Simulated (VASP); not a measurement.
Input of a VASP 6.6.1 run:

Contents of POSCAR:

```
Mg
1.0
    3.2093000000      0.0000000000      0.0000000000
   -1.6046500000      2.7793353300      0.0000000000
    0.0000000000      0.0000000000      5.2103000000
Mg
2
Direct
    0.3333333300      0.6666666700      0.2500000000
    0.6666666700      0.3333333300      0.7500000000
```

File INCAR.step1:

```
  PREC = Accurate
  ENCUT = 600
  ISMEAR = 0
  SIGMA = 0.1
  LREAL = False
  LASPH = True
  NELM = 80
  GGA = PE
  ALGO = Normal
  EDIFF = 1E-4
  LWAVE = True
  LCHARG = False
```

The input INCAR.step2:

```
  PREC = Accurate
  ENCUT = 600
  EDIFF = 1E-6
  ISMEAR = 0
  SIGMA = 0.1
  LREAL = False
  LASPH = True
  NELM = 80
  ALGO = Normal
  ISIF = 3
  LWAVE = False
  LCHARG = False
  METAGGA = R2SCAN
  LMIXTAU = True
  IBRION = 2
  NSW = 100
  EDIFFG = -0.002
  ISTART = 1
```

Contents of KPOINTS:

```
Automatic mesh
0
Gamma
  15 15 8
```

Potentials or basis: VASP PAW PBE potentials, release 64 (Mg).

The run is started by

```sh
$ cat potpaw_PBE.64/Mg/POTCAR > POTCAR
$ cp INCAR.step1 INCAR
$ mpirun -np 1 vasp_std > vasp.out
$ cp INCAR.step2 INCAR
$ mpirun -np 1 vasp_std > vasp.out
```

Q: Estimate the space group after relaxing (to 0.1 Å).

A: P6_3/mmc (No. 194).

Q: Predict the relaxed cell.

A: a = 3.187 Å, b = 3.187 Å, c = 5.094 Å, α = 90.00°, β = 90.00°, γ = 120.00°.

Q: Estimate the relaxed volume.

A: 22.40 Å³/atom.

Final structure:
```
Mg
1.0
     3.18670    0.00000    0.00000
    -1.59335    2.75976    0.00000
     0.00000    0.00000    5.09376
Mg
2
Direct
  0.33333 0.66667 0.25000
  0.66667 0.33333 0.75000
```

Caveat: the PAW data sets were made with another functional, which shifts forces and pressure a little.
